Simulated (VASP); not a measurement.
Runs of VASP 6.6.1 on H3Os. The structure is that of space group Pm-3m (No. 221), or close to it. The cells are those of the table. 

```csv
task,cell,k mesh,cutoff (eV),gap on the mesh (eV),pressure (GPa)
single point,"a = 2.857 Å, 4 atoms",6 × 6 × 6,520,none,0.4
single point,"a = 2.854 Å, 4 atoms",16 × 16 × 16,520,none,(a)
single point,"a = 3.135 Å, 4 atoms",6 × 6 × 6,520,none,-39.0
relaxation of cell and atoms,"relaxed from a = 3.135 Å, 4 atoms",6 × 6 × 6,600,none,0.0
relaxation of cell and atoms,"relaxed from a = 2.857 Å, 4 atoms",16 × 16 × 16,600,none,0.1
```

Alike in all rows: level PBE; potentials or basis VASP PAW PBE potentials, release 64 (H, Os); no spin polarisation; smearing gaussian 0.1 eV.

Problem. Estimate the missing entries.

Solution. (a) 0.5.

Caveats: some runs use coarse meshes; spin-orbit coupling is left out, which moves the levels of the heavy elements; the relaxation stopped at its first step, so nothing moved (some runs).

A k mesh can miss the band edges, and the runs leave out spin-orbit coupling on Os.

A gap of «none» marks levels without a gap at the run's occupations.
